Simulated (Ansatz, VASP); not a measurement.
# Mo: VASP beside Ansatz

Contents of POSCAR:

```
Mo
1.0
    2.6944777412      0.0000000000      0.0000000000
   -1.3472388706      2.3334861739      0.0000000000
    0.0000000000      0.0000000000      2.5551807000
Mo
1
Direct
    0.0000000000      0.0000000000      0.5000000000
```

INCAR.step1

```
ALGO = Normal
EDIFF = 1E-4
ENCUT = 520
GGA = PE
ISMEAR = 0
LASPH = True
LCHARG = False
LREAL = False
LWAVE = True
NBANDS = 13
NELM = 100
PREC = Accurate
SIGMA = 0.15
```

INCAR.step2

```
ALGO = Normal
EDIFF = 1E-6
ENCUT = 520
ISIF = 2
ISMEAR = 0
ISTART = 1
LASPH = True
LCHARG = True
LELF = True
LMIXTAU = True
LREAL = False
LVHAR = True
LWAVE = False
METAGGA = R2SCAN
NBANDS = 13
NELM = 100
PREC = Accurate
SIGMA = 0.15
```

File KPOINTS:

```
k-points
0
Gamma
  18 18 18
```

Input for Ansatz:

```yaml
crystal:
  lattice:
    - [2.6944777412, 0.0, 0.0]
    - [-1.3472388706, 2.3334861739, 0.0]
    - [0.0, 0.0, 2.5551807]
  atoms:
    - { symbol: Mo, position: [0.0, 0.0, 0.5] }
basis:
  ecutwfc: 500
kpoints:
  mp_grid: { grid: [18, 18, 18] }
hamiltonian:
  xc: r2scan
scf:
  occupations: { method: gaussian, width: 0.15 }
output:
  forces: true
  stress: true
  eigenvalues: true
```

Change from the starting cell: strain -0.015 along x and y, +0.000 along z, atoms carried along.

Alike in both runs: task single point; functional r2SCAN; k mesh 18 × 18 × 18; occupations gaussian, width 0.15 eV; no spin polarisation.

|  | VASP | Ansatz |
| --- | --- | --- |
| version | VASP 6.6.1 | Ansatz 0.2.0 |
| potentials or method | VASP PAW PBE potentials, release 64 (Mo_sv), cutoff 520 eV | scalar-relativistic, plane waves, PAW |
| valence electrons in the cell | 14 | 14 |

VASP gave:

```
gap on the k mesh at the Fermi level (eV)                     : none
pressure (GPa)                                                : 9.0
traceless stress, the component that is largest in VASP (GPa) : -7.93
```

Q: Which values does Ansatz return?

A: gap on the k mesh at the Fermi level (eV): none; pressure (GPa): 7.8; traceless stress, the component that is largest in VASP (GPa): -7.99.

VASP's potentials were made for PBE, not for r2SCAN. A gap of «none» marks a metal or a gap that the smearing closes. With one functional, cell and mesh, what is left measures potentials, basis and numerics.
